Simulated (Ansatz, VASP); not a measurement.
One calculation of C, two programs

INCAR

```
SYSTEM = C
PREC     = Accurate       ! precision mode
ENCUT    = 600            ! plane-wave cutoff, eV
EDIFF    = 1E-6           ! SCF threshold, eV
ISMEAR   = 0              ! smearing method
SIGMA    = 0.1            ! smearing width, eV
LREAL    = .False.        ! projectors in reciprocal space
LASPH    = .True.         ! aspherical terms in the spheres
NELM     = 120            ! most SCF steps
ALGO     = Normal         ! electronic algorithm
ISIF     = 2              ! what is computed and relaxed
LWAVE    = .False.        ! write WAVECAR
LCHARG   = .True.         ! write CHGCAR
GGA      = PE             ! functional
LELF     = .True.         ! ELF
LVHAR    = .True.       
NBANDS   = 11             ! bands
GGA_COMPAT= .False.
```

Contents of KPOINTS:

```
Automatic mesh
0
Gamma
  8 8 8
  0 0 0
```

Contents of POSCAR:

```
C
1.0
    0.0000000000      1.7835000000      1.7835000000
    1.7835000000      0.0000000000      1.7835000000
    1.7835000000      1.7835000000      0.0000000000
C
2
Direct
    0.0000000000      0.0000000000      0.0000000000
    0.2500000000      0.2500000000      0.2500000000
```

Input for Ansatz:

```yaml
crystal:
  lattice:
    - [0.0, 1.7835, 1.7835]
    - [1.7835, 0.0, 1.7835]
    - [1.7835, 1.7835, 0.0]
  atoms:
    - { symbol: C, position: [0.0, 0.0, 0.0] }
    - { symbol: C, position: [0.25, 0.25, 0.25] }
basis:
  ecutwfc: 420
kpoints:
  mp_grid: { grid: [8, 8, 8] }
hamiltonian:
  xc: pbe
  pseudopotentials: { kind: paw, azcp: { folder: soft_1 } }
scf:
  occupations: { method: gaussian, width: 0.1 }
output:
  forces: true
  stress: true
  eigenvalues: true
```

Alike in both runs: task single point; functional PBE; k mesh 8 × 8 × 8; occupations gaussian, width 0.1 eV; no spin polarisation.

|  | VASP | Ansatz |
| --- | --- | --- |
| version | VASP 6.6.1 | Ansatz 0.2.0 |
| potentials or method | VASP PAW PBE potentials, release 64 (C), cutoff 600 eV | scalar-relativistic, plane waves, PAW |
| valence electrons in the cell | 8 | 8 |

```tsv
	VASP	Ansatz	Ansatz less VASP
gap on the k mesh at the Fermi level (eV)	4.13	4.14	+0.008
least direct gap on the mesh (eV)	5.59	5.59	+0.002
pressure (GPa)	1.7	1.7	+0.02
```

The functional is the same, so the differences come from potentials, cutoffs and numerics.
